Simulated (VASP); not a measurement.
# PtSe (Fm-3m) in VASP: a series of runs

PtSe is run at these levels: PBEsol-based global hybrid with 25 % exact exchange, PBE0; tasks: single point, relaxation of cell and atoms.

Everything below comes from runs of VASP 6.6.1. Logs are shortened: lines on timing, memory, paths and dates and some standing lists are left out, and cuts for length are marked.

## 1. The cell of the first run

The structure is cubic, space group Fm-3m (No. 225). Conventional cell: a = 5.224 Å, b = 5.224 Å, c = 5.224 Å, α = 90.00°, β = 90.00°, γ = 90.00°. Within 3.4 Å of Pt (site symmetry m-3m) lie 6 Se at 2.61 Å. Within 3.4 Å of Se (site symmetry m-3m) lie 6 Pt at 2.61 Å.

## 2. Single point, PBEsol-based global hybrid with 25 % exact exchange

Input file POSCAR:

```
PtSe
1.0
    0.0000000000      2.6121425407      2.6121425407
    2.6121425407      0.0000000000      2.6121425407
    2.6121425407      2.6121425407      0.0000000000
Pt Se
1 1
Direct
    0.5000000000      0.5000000000      0.5000000000
    0.0000000000      0.0000000000      0.0000000000
```

Input file INCAR.step1:

```
SYSTEM = PtSe
ALGO = Normal ; EDIFF = 1E-5
ENCUT = 520 ; GGA = PE
ISIF = 2 ; ISMEAR = -1
LASPH = .TRUE. ; LCHARG = .FALSE.
LREAL = .FALSE. ; LWAVE = .TRUE.
NBANDS = 15 ; NELM = 60
PREC = Accurate ; SIGMA = 0.05
```

Input file INCAR.step2:

```
SYSTEM = PtSe
AEXX = 0.25 ; ALGO = Normal
EDIFF = 1E-7 ; ENCUT = 520
GGA = PS ; ISIF = 2
ISMEAR = -1 ; ISTART = 1
LASPH = .TRUE. ; LCHARG = .FALSE.
LHFCALC = .TRUE. ; LREAL = .FALSE.
LWAVE = .FALSE. ; NBANDS = 15
NELM = 60 ; PREC = Accurate
PRECFOCK = Normal ; SIGMA = 0.05
```

Input file KPOINTS:

```
k-points
0
G
  4 4 4
  0 0 0
```

Potentials or basis: VASP PAW PBE potentials, release 64 (Pt, Se).

The run is started by

```console
> cat potpaw_PBE.64/Pt/POTCAR potpaw_PBE.64/Se/POTCAR > POTCAR
> cp INCAR.step1 INCAR
> mpirun -np 1 vasp_std > vasp.out
> cp INCAR.step2 INCAR
> mpirun -np 1 vasp_std > vasp.out
```

OUTCAR:

```text
SYSTEM = PtSe
   AEXX = 0.25
   EDIFF = 1E-7
   ENCUT = 520
   GGA = PS
   ISIF = 2
   ISMEAR = -1
   ISTART = 1
   LASPH = .TRUE.
   LHFCALC = .TRUE.
   LREAL = .FALSE.
   NELM = 60
   PREC = Accurate
   PRECFOCK = Normal

 ion  position               nearest neighbor table
   1  0.500  0.500  0.500-   2 2.61   2 2.61   2 2.61   2 2.61   2 2.61   2 2.61
   2  0.000  0.000  0.000-   1 2.61   1 2.61   1 2.61   1 2.61   1 2.61   1 2.61

  LATTYP: Found a face centered cubic cell.
 ALAT       =     5.2242850814

  Lattice vectors:

 A1 = (   0.0000000000,   2.6121425407,   2.6121425407)
 A2 = (   2.6121425407,   0.0000000000,   2.6121425407)
 A3 = (   2.6121425407,   2.6121425407,   0.0000000000)

Analysis of symmetry for initial positions (statically):
=====================================================================
 Subroutine PRICEL returns:
 Original cell was already a primitive cell.

 Routine SETGRP: Setting up the symmetry group for a
 face centered cubic supercell.

 Subroutine GETGRP returns: Found 48 space group operations
 (whereof 48 operations were pure point group operations)
 out of a pool of 48 trial point group operations.

The static configuration has the point symmetry O_h .

Analysis of symmetry for dynamics (positions and initial velocities):
=====================================================================
 Subroutine PRICEL returns:
 Original cell was already a primitive cell.

 Routine SETGRP: Setting up the symmetry group for a
 face centered cubic supercell.

 Subroutine GETGRP returns: Found 48 space group operations
 (whereof 48 operations were pure point group operations)
 out of a pool of 48 trial point group operations.

The dynamic configuration has the point symmetry O_h .

 Subroutine INISYM returns: Found 48 space group operations
 (whereof 48 operations are pure point group operations),
 and found     1 'primitive' translations

----------------------------------------------------------------------------------------

                                     Primitive cell

  volume of cell :      35.6468

  direct lattice vectors                    reciprocal lattice vectors
     0.000000000  2.612142541  2.612142541    -0.191413750  0.191413750  0.191413750
     2.612142541  0.000000000  2.612142541     0.191413750 -0.191413750  0.191413750
     2.612142541  2.612142541  0.000000000     0.191413750  0.191413750 -0.191413750

  length of vectors
     3.694127408  3.694127408  3.694127408     0.331538341  0.331538341  0.331538341

  position of ions in fractional coordinates (direct lattice)
     0.500000000  0.500000000  0.500000000
     0.000000000  0.000000000  0.000000000

  ion indices of the primitive-cell ions
   primitive index   ion index
                 1           1
                 2           2

----------------------------------------------------------------------------------------

 KPOINTS: k-points

Automatic generation of k-mesh.
 Grid dimensions read from file:
 generate k-points for:    4    4    4

 Generating k-lattice:

  Cartesian coordinates                     Fractional coordinates (reciprocal lattice)
    -0.047853438  0.047853438  0.047853438     0.250000000  0.000000000  0.000000000
     0.047853438 -0.047853438  0.047853438     0.000000000  0.250000000  0.000000000
     0.047853438  0.047853438 -0.047853438     0.000000000  0.000000000  0.250000000

  Length of vectors
     0.082884585  0.082884585  0.082884585

  Shift w.r.t. Gamma in fractional coordinates (k-lattice)
     0.000000000  0.000000000  0.000000000

 Subroutine IBZKPT returns following result:
 ===========================================

 Found      8 irreducible k-points:

 Following reciprocal coordinates:
            Coordinates               Weight
  0.000000  0.000000  0.000000      1.000000
  0.250000  0.000000  0.000000      8.000000
  0.500000  0.000000  0.000000      4.000000
  0.250000  0.250000  0.000000      6.000000
  0.500000  0.250000  0.000000     24.000000
 -0.250000  0.250000  0.000000     12.000000
  0.500000  0.500000  0.000000      3.000000
 -0.250000  0.500000  0.250000      6.000000
   k-points           NKPTS =      8   k-points in BZ     NKDIM =     64   number of bands    NBANDS=     15
   number of dos      NEDOS =    301   number of ions     NIONS =      2
   total plane-waves  NPLWV =  21952
   dimension x,y,z NGX =    28 NGY =   28 NGZ =   28
   dimension x,y,z NGXF=    56 NGYF=   56 NGZF=   56
   ions per type =               1   1
   NGX,Y,Z   is equivalent  to a cutoff of  12.60, 12.60, 12.60 a.u.
   NGXF,Y,Z  is equivalent  to a cutoff of  25.20, 25.20, 25.20 a.u.
 SYSTEM =  PtSe
   PREC   = accura    normal or accurate (medium, high low for compatibility)
   ISTART =      1    job   : 0-new  1-cont  2-samecut
   ICHARG =      0    charge: 1-file 2-atom 10-const
   ISPIN  =      1    spin polarized calculation?
   LNONCOLLINEAR =      F non collinear calculations
   LSORBIT =      F    spin-orbit coupling
   LASPH  =      T    aspherical Exc in radial PAW
   ENCUT  =  520.0 eV  38.22 Ry    6.18 a.u.   6.87  6.87  6.87*2*pi/ulx,y,z
   NELM   =     60;   NELMIN=  2; NELMDL=  0     # of ELM steps
   EDIFF  = 0.1E-06   stopping-criterion for ELM
   LREAL  =      F    real-space projection
   EDIFFG = 0.1E-05   stopping-criterion for IOM
   NSW    =      0    number of steps for IOM
   IBRION =     -1    ionic relax: 0-MD 1-quasi-New 2-CG
   NFREE  =      0    steps in history (QN), initial steepest desc. (CG)
   ISIF   =      2    stress and relaxation
   ISYM   =      3    0-nonsym 1-usesym 2-fastsym
   POTIM  = 0.5000    time-step for ionic-motion
   TEBEG  =    0.0;   TEEND  =   0.0 temperature during run
   PSTRESS=    0.0 pullay stress
   NELECT =      16.0000    total number of electrons
   NUPDOWN=      -1.0000    fix difference up-down
   EMIN   =  10.00;   EMAX   =-10.00  energy-range for DOS
   EFERMI =   0.00;   METHOD = LEGACY
   ISMEAR =    -1;   SIGMA  =   0.05  broadening in eV -4-tet -1-fermi 0-gaus
   EFERMI_NEDOS =   21; number of points for ismear=-14 and -15
   IALGO  =     38    algorithm
   IMIX   =      1    mixing-type and parameters
     AMIX     =   0.40;   BMIX     =  1.00
     AMIX_MAG =   1.60;   BMIX_MAG =  1.00
  volume/ion in A,a.u.               =      17.82       120.28
  Fermi-wavevector in a.u.,A,eV,Ry     =   1.253453  2.368682 21.376708  1.571144
  Thomas-Fermi vector in A             =   2.387305
   LORBIT       =      0    0 simple, 1 ext, 2 COOP (PROOUT), +10 PAW based schemes
   GGA     = PS    functional components
   LHFCALC =     T    Hartree Fock is set to
   PRECFOCK=normal    Normal, Fast or Accurate (Low or Medium for compatibility)
   ENCUT4O =  -1.0   cutoff for four orbital integrals eV
   NKREDX  =     1    reduce k-point grid by
   NKREDY  =     1    reduce k-point grid by
   NKREDZ  =     1    reduce k-point grid by
   AEXX    =    0.2500 exact exchange contribution
   HFSCREEN=    0.0000 screening length (either q_TF or 0.3 A-1)
   HFSCREENC=   0.0000 screening length for correlation (either q_TF or 0.3 A-1)
   ENCUTFOCK=  -1.0 apply spherical cutoff to Coloumb kernel
   IVDW    =     0    specifies the selected vdW correction
   LEPSILON=     F    determine dielectric tensor
   LRPA    =     F    only Hartree local field effects (RPA)
 non-spin polarized calculation
  energy-cutoff  :      520.00
  volume of cell :       35.65
 maximum number of plane-waves:       982
  NGX = 24; NGY = 24; NGZ = 24

 number of electron      16.0000000 magnetization

 Free energy of the ion-electron system (eV)
  ---------------------------------------------------
  ext. energy  EPLUGINS =         0.00000000
  ---------------------------------------------------
  free energy    TOTEN  =       -13.22737676 eV

  energy without entropy =      -13.21048038  energy(sigma->0) =      -13.21892857

 E-fermi :   7.5912     XC(G=0):  -9.2896

 val. band max:        7.5106848371   @ k =   0.5000   0.2500   0.0000
 cond. band min:       8.3155513305   @ k =   0.5000   0.2500   0.0000
 fundamental gap:      0.8048664934
 Fermi energy:         7.5911565518

 k-point     1 :       0.0000    0.0000    0.0000
  band No.  band energies     occupation
      1      -9.9421      2.00000
      2       2.8785      2.00000
      3       2.8785      2.00000
      4       2.8785      2.00000
      5       3.4084      2.00000
      6       3.4084      2.00000
      7       5.6140      2.00000
      8       5.6140      2.00000
      9       5.6140      2.00000
     10      10.2040      0.00000
     11      18.3782      0.00000
     12      20.4856      0.00000
     13      20.4856      0.00000
     14      20.4856      0.00000
     15      22.6518      0.00000

 k-point     2 :       0.2500    0.0000    0.0000
  band No.  band energies     occupation
      1      -9.1483      2.00000
      2       0.6770      2.00000
      3       1.5530      2.00000
      4       1.5530      2.00000
      5       3.4505      2.00000
      6       3.4505      2.00000
      7       4.3773      2.00000
      8       9.0320      0.00000
      9       9.0320      0.00000
     10      13.1494      0.00000
     11      16.5088      0.00000
     12      17.7089      0.00000
     13      17.7089      0.00000
     14      20.5317      0.00000
     15      21.9231      0.00000
[... 77 lines left out ...]
      3       1.8995      2.00000
      4       3.5067      2.00000
      5       3.5067      2.00000
      6       3.8874      2.00000
      7       4.3668      2.00000
      8       4.3668      2.00000
      9       5.9300      2.00000
     10       8.5527      0.00000
     11      17.2046      0.00000
     12      20.7502      0.00000
     13      22.7526      0.00000
     14      22.7526      0.00000
     15      25.0269      0.00000

 k-point     8 :      -0.2500    0.5000    0.2500
  band No.  band energies     occupation
      1      -8.0586      2.00000
      2       0.5028      2.00000
      3       0.9105      2.00000
      4       0.9105      2.00000
      5       4.3683      2.00000
      6       4.5490      2.00000
      7       4.5490      2.00000
      8       5.3056      2.00000
      9       5.6385      2.00000
     10      14.1545      0.00000
     11      16.6963      0.00000
     12      17.4917      0.00000
     13      17.4917      0.00000
     14      24.1444      0.00000
     15      24.1444      0.00000

------------------------ aborting loop because EDIFF is reached ----------------------------------------

  FORCE on cell =-STRESS in cart. coord.  units (eV):
  Direction    XX          YY          ZZ          XY          YZ          ZX
  --------------------------------------------------------------------------------------
  -------------------------------------------------------------------------------------
  Total       -0.8769570     -0.8769570     -0.8769570     -0.0000000      0.0000000     -0.0000000
  in kB      -39.4156134    -39.4156134    -39.4156134     -0.0000000      0.0000000     -0.0000000
  external PRESSURE =     -39.4156134 kB  Pullay stress =       0.0000000 kB

 VOLUME and BASIS-vectors are now :
 -----------------------------------------------------------------------------
  energy-cutoff  :      520.00
  volume of cell :       35.65
      direct lattice vectors                 reciprocal lattice vectors
     0.000000000  2.612142541  2.612142541    -0.191413750  0.191413750  0.191413750
     2.612142541  0.000000000  2.612142541     0.191413750 -0.191413750  0.191413750
     2.612142541  2.612142541  0.000000000     0.191413750  0.191413750 -0.191413750

 POSITION                                       TOTAL-FORCE (eV/Angst)
 -----------------------------------------------------------------------------------
      2.61214      2.61214      2.61214        -0.000000      0.000000      0.000000
      0.00000      0.00000      0.00000         0.000000     -0.000000     -0.000000
 -----------------------------------------------------------------------------------
    total drift:                                0.000000      0.000000     -0.000000

  FREE ENERGIE OF THE ION-ELECTRON SYSTEM (eV)
  ---------------------------------------------------
  free  energy   TOTEN  =       -13.2273767552 eV

  energy  without entropy=      -13.2104803768  energy(sigma->0) =      -13.21892857
```

Wall time 11 min (1 thread of Intel Xeon 8259CL, shared host); peak memory 0.19 GiB.

Results:

```yaml
Free_energy: -13.2274 eV
Pressure: -3.9 GPa
Band_gap_on_the_k_mesh: zero (bands 8 and 9 overlap by 5.90 eV)
```

Caveat: the k points lie up to 0.52 Å⁻¹ apart, too coarse for converged energies and pressures of a metal; the PAW data sets were made with another functional, which shifts forces and pressure a little; spin-orbit coupling is left out, which moves the levels of the heavy elements.

## 3. Single point, PBE0

This run uses another cell than the first one, of 18.35 Å³/atom.

Input file POSCAR:

```
PtSe
1.0
    0.0000000000      2.6378496320      2.6378496320
    2.6378496320      0.0000000000      2.6378496320
    2.6378496320      2.6378496320      0.0000000000
Pt Se
1 1
Direct
    0.5000000000      0.5000000000      0.5000000000
    0.0000000000      0.0000000000      0.0000000000
```

Input file INCAR.step1:

```
SYSTEM = PtSe
PREC = Accurate
ENCUT = 520
EDIFF = 1E-5
ISMEAR = -1
SIGMA = 0.05
LREAL = .False.
LASPH = .True.
NELM = 60
ALGO = Normal
ISIF = 2
LWAVE = .True.
NBANDS = 15
GGA = PE
```

Input file INCAR.step2:

```
SYSTEM = PtSe
PREC = Accurate
ENCUT = 520
EDIFF = 1E-6
ISMEAR = -1
SIGMA = 0.05
LREAL = .False.
LASPH = .True.
NELM = 60
ALGO = Normal
ISIF = 2
LWAVE = .False.
LCHARG = .True.
GGA = PE
LHFCALC = .True.
AEXX = 0.25
PRECFOCK = Normal
LELF = .True.
LVHAR = .True.
NBANDS = 15
ISTART = 1
```

Input file KPOINTS:

```
Automatic mesh
0
Gamma
  4 4 4
  0 0 0
```

Potentials or basis: VASP PAW PBE potentials, release 64 (Pt, Se).

The run is started by

```console
> cat potpaw_PBE.64/Pt/POTCAR potpaw_PBE.64/Se/POTCAR > POTCAR
> cp INCAR.step1 INCAR
> mpirun -np 1 vasp_std > vasp.out
> cp INCAR.step2 INCAR
> mpirun -np 1 vasp_std > vasp.out
```

OUTCAR:

```text
SYSTEM = PtSe
   PREC = Accurate
   ENCUT = 520
   EDIFF = 1E-6
   ISMEAR = -1
   LREAL = .False.
   LASPH = .True.
   NELM = 60
   ISIF = 2
   GGA = PE
   LHFCALC = .True.
   AEXX = 0.25
   PRECFOCK = Normal
   ISTART = 1

 ion  position               nearest neighbor table
   1  0.500  0.500  0.500-   2 2.64   2 2.64   2 2.64   2 2.64   2 2.64   2 2.64
   2  0.000  0.000  0.000-   1 2.64   1 2.64   1 2.64   1 2.64   1 2.64   1 2.64

  LATTYP: Found a face centered cubic cell.
 ALAT       =     5.2756992640

  Lattice vectors:

 A1 = (   0.0000000000,   2.6378496320,   2.6378496320)
 A2 = (   2.6378496320,   0.0000000000,   2.6378496320)
 A3 = (   2.6378496320,   2.6378496320,   0.0000000000)

Analysis of symmetry for initial positions (statically):
=====================================================================
 Subroutine PRICEL returns:
 Original cell was already a primitive cell.

 Routine SETGRP: Setting up the symmetry group for a
 face centered cubic supercell.

 Subroutine GETGRP returns: Found 48 space group operations
 (whereof 48 operations were pure point group operations)
 out of a pool of 48 trial point group operations.
[... 166 lines left out ...]
      5       3.2834      2.00000
      6       3.2834      2.00000
      7       5.3448      2.00000
      8       5.3448      2.00000
      9       5.3448      2.00000
     10       9.7601      0.00000
     11      18.2399      0.00000
     12      20.0380      0.00000
     13      20.0380      0.00000
     14      20.0380      0.00000
[... 113 lines left out ...]
      2       0.4331      2.00000
      3       0.8519      2.00000
      4       0.8519      2.00000
      5       4.1288      2.00000
      6       4.3172      2.00000
      7       4.3172      2.00000
      8       5.1171      2.00000
      9       5.3631      2.00000
     10      13.6563      0.00000
     11      16.3077      0.00000
     12      17.1483      0.00000
     13      17.1483      0.00000
     14      23.6657      0.00000
     15      23.6657      0.00000

------------------------ aborting loop because EDIFF is reached ----------------------------------------

  FORCE on cell =-STRESS in cart. coord.  units (eV):
  Direction    XX          YY          ZZ          XY          YZ          ZX
  --------------------------------------------------------------------------------------
  -------------------------------------------------------------------------------------
  Total       -0.8554579     -0.8554579     -0.8554579      0.0000000     -0.0000000      0.0000000
  in kB      -37.3361166    -37.3361166    -37.3361166      0.0000000     -0.0000000      0.0000000
  external PRESSURE =     -37.3361166 kB  Pullay stress =       0.0000000 kB

 VOLUME and BASIS-vectors are now :
 -----------------------------------------------------------------------------
  energy-cutoff  :      520.00
  volume of cell :       36.71
      direct lattice vectors                 reciprocal lattice vectors
     0.000000000  2.637849632  2.637849632    -0.189548333  0.189548333  0.189548333
     2.637849632  0.000000000  2.637849632     0.189548333 -0.189548333  0.189548333
     2.637849632  2.637849632  0.000000000     0.189548333  0.189548333 -0.189548333

 POSITION                                       TOTAL-FORCE (eV/Angst)
 -----------------------------------------------------------------------------------
      2.63785      2.63785      2.63785         0.000000      0.000000     -0.000000
      0.00000      0.00000      0.00000        -0.000000     -0.000000      0.000000
 -----------------------------------------------------------------------------------
    total drift:                               -0.000000     -0.000000     -0.000000

  FREE ENERGIE OF THE ION-ELECTRON SYSTEM (eV)
  ---------------------------------------------------
  free  energy   TOTEN  =       -12.3175051718 eV

  energy  without entropy=      -12.3006085518  energy(sigma->0) =      -12.30905686
```

It took 8.5 min on 1 thread of Intel Xeon 8259CL, shared host; peak memory 0.19 GiB.

What came out:

```yaml
Free_energy: -12.3175 eV
Pressure: -3.7 GPa
Band_gap_on_the_k_mesh: zero (bands 8 and 9 overlap by 5.71 eV)
```

Levels at points of the mesh, in eV from the Fermi level:
```tsv
k point	band 5	band 6	band 7	band 8	band 9	band 10	band 11	band 12
(0.00, 0.00, 0.00)	-4.01	-4.01	-1.95	-1.95	-1.95	2.46	10.94	12.74
(0.50, 0.00, 0.00)	-3.47	-3.47	-2.86	3.75	3.75	4.24	7.30	7.30
(0.50, 0.50, 0.00)	-3.97	-3.57	-3.17	-3.17	-1.62	0.94	9.53	12.99
```

Caveat: the k points lie up to 0.52 Å⁻¹ apart, too coarse for converged energies and pressures of a metal; the PAW data sets were made with another functional, which shifts forces and pressure a little; spin-orbit coupling is left out, which moves the levels of the heavy elements.

[end of part 1 of 2]

The gap in the log of VASP goes by the Fermi energy; the results here count the filled bands.